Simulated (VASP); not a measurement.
# InP2H6NO6 (P6_3mc) in VASP: settings compared

The runs below take InP2H6NO6 through electric field gradients, with PBE, r2SCAN.

Program: VASP 6.6.1. These are calculated values, not measurements. Logs are shortened: lines on timing, memory, paths and dates and some standing lists are left out, and cuts for length are marked.

## (1) The cell of the first run

The structure is hexagonal, space group P6_3mc (No. 186). The conventional cell has a = 5.470 Å, b = 5.470 Å, c = 13.089 Å, α = 90.00°, β = 90.00°, γ = 120.00°. Within 2.8 Å of In (site symmetry 3m) lie 6 O at 2.12 to 2.15 Å. H (site symmetry 3m) has 1 P at 1.23 Å within 1.7 Å. H (site symmetry 3m) has 1 P at 1.39 Å within 1.9 Å. Within 1.2 Å of H (site symmetry m) lie 1 N at 0.85 Å. H (site symmetry 3m) has 1 N at 0.89 Å within 1.2 Å. P (site symmetry 3m) has 1 H at 1.23 Å and 3 O at 1.51 Å within 1.7 Å. P (site symmetry 3m) has 1 H at 1.39 Å and 3 O at 1.53 Å within 1.9 Å. Within 1.2 Å of N (site symmetry 3m) lie 4 H at 0.85 to 0.89 Å.

## (2) Electric field gradients, PBE

Input file INCAR:

```
SYSTEM = InP2H6NO6
  PREC = Accurate
  ENCUT = 520
  EDIFF = 1E-8
  ISMEAR = -1
  SIGMA = 0.02
  LREAL = Auto
  LASPH = .True.
  NELM = 100
  ALGO = Normal
  ISIF = 2
  LWAVE = .False.
  LCHARG = .False.
  GGA = PE
  LEFG = .True.
  NBANDS = 92
```

Input file KPOINTS:

```
Automatic mesh
0
Gamma
  5 5 2
  0 0 0
```

Input file POSCAR:

```
InP2H6NO6
1.0
    5.4705000000      0.0000000000      0.0000000000
   -2.7352500000      4.7375919714      0.0000000000
    0.0000000000      0.0000000000     13.0895000000
In H P N O
2 12 4 2 12
Direct
    0.6666666667      0.3333333333      0.4015000000
    0.3333333333      0.6666666667      0.9015000000
    0.3333333333      0.6666666667      0.6220000000
    0.6666666667      0.3333333333      0.1220000000
    0.0000000000      0.0000000000      0.4470000000
    0.0000000000      0.0000000000      0.9470000000
    0.4190000000      0.8380000000      0.2180000000
    0.5810000000      0.4190000000      0.7180000000
    0.1620000000      0.5810000000      0.2180000000
    0.5810000000      0.1620000000      0.7180000000
    0.4190000000      0.5810000000      0.2180000000
    0.8380000000      0.4190000000      0.7180000000
    0.3333333333      0.6666666667      0.1295000000
    0.6666666667      0.3333333333      0.6295000000
    0.3333333333      0.6666666667      0.5276900000
    0.6666666667      0.3333333333      0.0276900000
    0.0000000000      0.0000000000      0.3404300000
    0.0000000000      0.0000000000      0.8404300000
    0.3333333333      0.6666666667      0.1976000000
    0.6666666667      0.3333333333      0.6976000000
    0.8476000000      0.1524000000      0.3028400000
    0.6952000000      0.8476000000      0.8028400000
    0.8476000000      0.6952000000      0.3028400000
    0.1524000000      0.8476000000      0.8028400000
    0.3048000000      0.1524000000      0.3028400000
    0.1524000000      0.3048000000      0.8028400000
    0.4874000000      0.9748000000      0.4987000000
    0.5126000000      0.4874000000      0.9987000000
    0.0252000000      0.5126000000      0.4987000000
    0.5126000000      0.0252000000      0.9987000000
    0.4874000000      0.5126000000      0.4987000000
    0.9748000000      0.4874000000      0.9987000000
```

Potentials or basis: VASP PAW PBE potentials, release 64 (In_d, H, P, N, O).

Command:

```sh
$ cat potpaw_PBE.64/In_d/POTCAR potpaw_PBE.64/H/POTCAR potpaw_PBE.64/P/POTCAR potpaw_PBE.64/N/POTCAR potpaw_PBE.64/O/POTCAR > POTCAR
$ mpirun -np 1 vasp_std > vasp.out
```

OUTCAR:

```text
SYSTEM = InP2H6NO6
   PREC = Accurate
   ENCUT = 520
   EDIFF = 1E-8
   ISMEAR = -1
   LREAL = Auto
   LASPH = .True.
   NELM = 100
   ISIF = 2
   GGA = PE

 ion  position               nearest neighbor table
   1  0.667  0.333  0.401-  27 2.12  29 2.12  31 2.12  21 2.15  23 2.15  25 2.15  17 3.26  17 3.26
                            17 3.26
   2  0.333  0.667  0.901-  30 2.12  32 2.12  28 2.12  24 2.15  26 2.15  22 2.15  18 3.26  18 3.26
                            18 3.26
   3  0.333  0.667  0.622-  15 1.23
   4  0.667  0.333  0.122-  16 1.23
   5  0.000  0.000  0.447-  17 1.39
   6  0.000  0.000  0.947-  18 1.39
   7  0.419  0.838  0.218-  19 0.85
   8  0.581  0.419  0.718-  20 0.85
   9  0.162  0.581  0.218-  19 0.85
  10  0.581  0.162  0.718-  20 0.85
  11  0.419  0.581  0.218-  19 0.85
  12  0.838  0.419  0.718-  20 0.85
  13  0.333  0.667  0.130-  19 0.89
  14  0.667  0.333  0.630-  20 0.89
  15  0.333  0.667  0.528-   3 1.23  27 1.51  29 1.51  31 1.51
  16  0.667  0.333  0.028-   4 1.23  30 1.51  32 1.51  28 1.51
  17  0.000  0.000  0.340-   5 1.39  23 1.53  21 1.53  25 1.53   1 3.26   1 3.26   1 3.26
  18  0.000  0.000  0.840-   6 1.39  26 1.53  24 1.53  22 1.53   2 3.26   2 3.26   2 3.26
  19  0.333  0.667  0.198-   7 0.85   9 0.85  11 0.85  13 0.89
  20  0.667  0.333  0.698-  10 0.85  12 0.85   8 0.85  14 0.89
  21  0.848  0.152  0.303-  17 1.53   1 2.15
  22  0.695  0.848  0.803-  18 1.53   2 2.15
  23  0.848  0.695  0.303-  17 1.53   1 2.15
  24  0.152  0.848  0.803-  18 1.53   2 2.15
  25  0.305  0.152  0.303-  17 1.53   1 2.15
  26  0.152  0.305  0.803-  18 1.53   2 2.15
  27  0.487  0.975  0.499-  15 1.51   1 2.12
  28  0.513  0.487  0.999-  16 1.51   2 2.12
  29  0.025  0.513  0.499-  15 1.51   1 2.12
  30  0.513  0.025  0.999-  16 1.51   2 2.12
  31  0.487  0.513  0.499-  15 1.51   1 2.12
  32  0.975  0.487  0.999-  16 1.51   2 2.12

  LATTYP: Found a hexagonal cell.
 ALAT       =     5.4705000000
 C/A-ratio  =     2.3927428937

  Lattice vectors:

 A1 = (   5.4705000000,   0.0000000000,   0.0000000000)
 A2 = (  -2.7352500000,   4.7375919714,   0.0000000000)
[... 236 lines left out ...]
      5     -18.7375      2.00000
      6     -18.7263      2.00000
[... 839 lines left out ...]
     81       9.7052      0.00000
     82       9.7052      0.00000
 [bands above 82 left out]

------------------------ aborting loop because EDIFF is reached ----------------------------------------

  FORCE on cell =-STRESS in cart. coord.  units (eV):
  Direction    XX          YY          ZZ          XY          YZ          ZX
  --------------------------------------------------------------------------------------
  -------------------------------------------------------------------------------------
  Total       43.2869764     43.2869764     43.0588141      0.0000000      0.0000000      0.0000000
  in kB      204.4372827    204.4372827    203.3597098      0.0000000      0.0000000      0.0000000
  external PRESSURE =     204.0780917 kB  Pullay stress =       0.0000000 kB

 VOLUME and BASIS-vectors are now :
 -----------------------------------------------------------------------------
  energy-cutoff  :      520.00
  volume of cell :      339.24
      direct lattice vectors                 reciprocal lattice vectors
     5.470500000  0.000000000  0.000000000     0.182798647  0.105538848  0.000000000
    -2.735250000  4.737591971  0.000000000     0.000000000  0.211077696  0.000000000
     0.000000000  0.000000000 13.089500000     0.000000000  0.000000000  0.076397112

 POSITION                                       TOTAL-FORCE (eV/Angst)
 -----------------------------------------------------------------------------------
      2.73525      1.57920      5.25543        -0.000000     -0.000000     -0.075338
     -0.00000      3.15839     11.80018        -0.000000     -0.000000     -0.075338
     -0.00000      3.15839      8.14167        -0.000000     -0.000000      5.754022
      2.73525      1.57920      1.59692        -0.000000     -0.000000      5.754022
      0.00000      0.00000      5.85101        -0.000000     -0.000000      0.203514
      0.00000      0.00000     12.39576        -0.000000     -0.000000      0.203514
[... 24 lines left out ...]
      1.26423      2.42849      6.52773         0.890796     -0.514301     -0.176649
      3.99948      2.30910     13.07248         0.890796      0.514301     -0.176649
 -----------------------------------------------------------------------------------
    total drift:                               -0.000002      0.000002      0.016625

  FREE ENERGIE OF THE ION-ELECTRON SYSTEM (eV)
  ---------------------------------------------------
  free  energy   TOTEN  =      -176.6085920595 eV

  energy  without entropy=     -176.6085920595  energy(sigma->0) =     -176.60859206

 Electric field gradients (V/A^2)
---------------------------------------------------------------------
 ion       V_xx      V_yy      V_zz      V_xy      V_xz      V_yz
---------------------------------------------------------------------
   1      -8.165    -8.169    16.334    -0.004     0.000    -0.000
   2      -8.165    -8.169    16.334    -0.004    -0.000     0.000
   3     -18.839   -18.839    37.678     0.000     0.000    -0.000
   4     -18.839   -18.839    37.678     0.000    -0.000     0.000
   5      -8.581    -8.581    17.162     0.000    -0.000     0.000
   6      -8.581    -8.581    17.162     0.000     0.000    -0.000
[... 24 lines left out ...]
  31      43.832   -25.332   -18.500   -59.898   -32.194    18.587
  32      43.831   -25.330   -18.501    59.897   -32.194   -18.587
---------------------------------------------------------------------

 Electric field gradients after diagonalization (V/A^2)
 (convention: |V_zz| > |V_xx| > |V_yy|)
----------------------------------------------------------------------
 ion       V_xx      V_yy      V_zz     asymmetry (V_yy - V_xx)/ V_zz
----------------------------------------------------------------------
   1      -8.171    -8.163    16.334       0.000
   2      -8.171    -8.163    16.334       0.000
   3     -18.839   -18.839    37.678       0.000
   4     -18.839   -18.839    37.678       0.000
   5      -8.581    -8.581    17.162       0.000
   6      -8.581    -8.581    17.162       0.000
[... 24 lines left out ...]
  31     -59.914   -31.117    91.031       0.316
  32     -59.912   -31.118    91.030       0.316
----------------------------------------------------------------------

           NMR quadrupolar parameters

 Cq : quadrupolar parameter    Cq=e*Q*V_zz/h
 eta: asymmetry parameters     (V_yy - V_xx)/ V_zz
 Q  : nuclear electric quadrupole moment in mb (millibarn)
----------------------------------------------------------------------
 ion       Cq(MHz)       eta       Q (mb)
----------------------------------------------------------------------
   1       0.039       0.000       1.000
   2       0.039       0.000       1.000
   3       0.091       0.000       1.000
   4       0.091       0.000       1.000
   5       0.041       0.000       1.000
   6       0.041       0.000       1.000
[... 24 lines left out ...]
  31       0.220       0.316       1.000
  32       0.220       0.316       1.000
----------------------------------------------------------------------
```

OSZICAR:

```text
N       E                     dE             d eps       ncg     rms          rms(c)
DAV:   1     0.154022848348E+04    0.15402E+04   -0.66008E+04  1840   0.157E+03
DAV:   2     0.418126988706E+02   -0.14984E+04   -0.14031E+04  2104   0.408E+02
[... 12 lines left out ...]
DAV:  15    -0.176608589915E+03   -0.57843E-06   -0.66293E-06  2256   0.113E-02    0.159E-02
DAV:  16    -0.176608592024E+03   -0.21089E-05   -0.12019E-05  2160   0.145E-02    0.658E-03
DAV:  17    -0.176608592253E+03   -0.22873E-06   -0.32837E-06  2688   0.708E-03    0.450E-03
DAV:  18    -0.176608592212E+03    0.40647E-07   -0.17388E-07  2232   0.176E-03    0.391E-03
DAV:  19    -0.176608592070E+03    0.14227E-06   -0.32901E-07  2408   0.248E-03    0.168E-03
DAV:  20    -0.176608592058E+03    0.12042E-07   -0.14302E-07  2088   0.144E-03    0.124E-03
DAV:  21    -0.176608592059E+03   -0.15480E-08   -0.68968E-09  1480   0.394E-04
   1 F= -.17660859E+03 E0= -.17660859E+03  d E =-.935181E-11
```

stdout:

```text
POSCAR found type information on POSCAR InH P N O
 POSCAR found :  5 types and      32 ions
 scaLAPACK will be used
 LDA part: xc-table for (Slater+PW92), standard interpolation
 POSCAR, INCAR and KPOINTS ok, starting setup
 FFT: planning ... GRIDC
 FFT: planning ... GRID_SOFT
 FFT: planning ... GRID
 WAVECAR not read
 entering main loop
ion   1

ion   2

ion   3

ion   4

ion   5

ion   6

ion   7

ion   8
     0.0000116   -14.0398305     5.3413658    -7.1838464    -9.2515170     8.1058999
     0.0000158   -14.0398305     5.3413658    -7.1838464    -9.2515170     8.1058999
     0.0000215   -14.0398305     5.3413658    -7.1838464    -9.2515170     8.1058999
     0.0000293   -14.0398304     5.3413658    -7.1838463    -9.2515170     8.1058999
[... 124 lines left out ...]
     0.0000293   -48.4133963   -14.7750703    11.3514634   -25.5911725   -27.9514874
     0.0000403   -48.4133875   -14.7750676    11.3514611   -25.5911678   -27.9514823
     0.0000555   -48.4133725   -14.7750630    11.3514572   -25.5911598   -27.9514736
     0.0000765   -48.4133472   -14.7750553    11.3514508   -25.5911464   -27.9514591

ion  30

ion  31
     0.0000293    13.6953573    -4.1094100     2.4481870     7.1177070    -7.9070182
     0.0000403    13.6953572    -4.1094100     2.4481870     7.1177069    -7.9070182
     0.0000555    13.6953570    -4.1094099     2.4481869     7.1177068    -7.9070181
     0.0000765    13.6953566    -4.1094098     2.4481868     7.1177066    -7.9070178

     0.0000293    48.4133963   -14.7750703    11.3514634    25.5911725   -27.9514874
     0.0000403    48.4133875   -14.7750676    11.3514611    25.5911678   -27.9514823
     0.0000555    48.4133725   -14.7750630    11.3514572
```

Run time: 11 min. Hardware: 1 thread of Intel Xeon 6975P-C (Granite Rapids), shared host; peak memory 0.55 GiB.

Results:

```yaml
Free_energy: -176.6086 eV
Pressure: 20.4 GPa
Largest_force: 12.905 eV/Å
Band_gap_on_the_k_mesh: 4.47 eV
Largest_electric_field_gradient_by_atom: In +16.3; H +37.7, +17.2, +96.0, +75.7 (each value once); P -41.0, -17.1 (each value once); N +4.3; O +78.1, +91.0 (each value once) V/Å²
```

Forces on the atoms (eV/Å):
```
In    0.000   0.000  -0.075
In    0.000   0.000  -0.075
H     0.000   0.000   5.754
H     0.000   0.000   5.754
H     0.000   0.000   0.204
H     0.000   0.000   0.204
H     0.000  12.190   4.235
H   -10.557   6.095   4.235
H   -10.557  -6.095   4.235
H     0.000 -12.190   4.235
H    10.557  -6.095   4.235
H    10.557   6.095   4.235
H     0.000   0.000  -9.014
H     0.000   0.000  -9.014
P     0.000   0.000  -4.343
P     0.000   0.000  -4.343
P     0.000   0.000   0.251
P     0.000   0.000   0.251
N     0.000   0.000  -3.645
N     0.000   0.000  -3.645
O    -0.661   0.381  -0.436
O    -0.661  -0.381  -0.436
O     0.000  -0.763  -0.436
O     0.661  -0.381  -0.436
O     0.661   0.381  -0.436
O     0.000   0.763  -0.436
O     0.000   1.029  -0.177
O    -0.891   0.514  -0.177
O    -0.891  -0.514  -0.177
O     0.000  -1.029  -0.177
O     0.891  -0.514  -0.177
O     0.891   0.514  -0.177
```

Stress tensor (GPa, compression positive):
```
20.44  0.00  0.00
 0.00 20.44  0.00
 0.00  0.00 20.34
```

Levels at points of the mesh, in eV from the valence-band top:
```tsv
k point	band 67	band 68	band 69	band 70	band 71	band 72	band 73	band 74
(0.00, 0.00, 0.00)	-0.38	-0.37	-0.01	0.00	4.47	4.58	6.12	6.47
(0.00, 0.00, 0.50)	-0.37	-0.37	0.00	0.00	4.54	4.54	6.17	6.17
```

Electric field gradients, principal values (V/Å²):
| atom | least | middle | greatest (by size) |
| --- | --- | --- | --- |
| 1 In | -8.163 | -8.171 | 16.334 |
| 2 In | -8.163 | -8.171 | 16.334 |
| 3 H | -18.839 | -18.839 | 37.678 |
| 4 H | -18.839 | -18.839 | 37.678 |
| 5 H | -8.581 | -8.581 | 17.162 |
| 6 H | -8.581 | -8.581 | 17.162 |
| 7 H | -47.856 | -48.161 | 96.017 |
| 8 H | -47.858 | -48.157 | 96.014 |
| 9 H | -47.856 | -48.161 | 96.017 |
| 10 H | -47.856 | -48.161 | 96.017 |
| 11 H | -47.858 | -48.157 | 96.014 |
| 12 H | -47.856 | -48.161 | 96.017 |
| 13 H | -37.869 | -37.869 | 75.738 |
| 14 H | -37.869 | -37.869 | 75.738 |
| 15 P | 20.512 | 20.513 | -41.025 |
| 16 P | 20.512 | 20.513 | -41.025 |
| 17 P | 8.526 | 8.526 | -17.052 |
| 18 P | 8.526 | 8.526 | -17.052 |
| 19 N | -2.139 | -2.141 | 4.280 |
| 20 N | -2.139 | -2.141 | 4.280 |
| 21 O | -15.546 | -62.590 | 78.136 |
| 22 O | -15.546 | -62.587 | 78.133 |
| 23 O | -15.546 | -62.587 | 78.133 |
| 24 O | -15.546 | -62.590 | 78.136 |
| 25 O | -15.546 | -62.587 | 78.133 |
| 26 O | -15.546 | -62.587 | 78.133 |
| 27 O | -31.118 | -59.912 | 91.030 |
| 28 O | -31.117 | -59.914 | 91.031 |
| 29 O | -31.118 | -59.912 | 91.030 |
| 30 O | -31.118 | -59.912 | 91.030 |
| 31 O | -31.117 | -59.914 | 91.031 |
| 32 O | -31.118 | -59.912 | 91.030 |

Caveat: the cell stands under pressure; without QUAD_EFG the Cq values of the log hold for a quadrupole moment of 1 mb, not for the nuclei; spin-orbit coupling is left out, which moves the levels of the heavy elements; forces of over 1 eV/Å act on the atoms, so gaps and moduli don't describe the material at rest. A k mesh can miss the band edges.

[end of part 1 of 2]
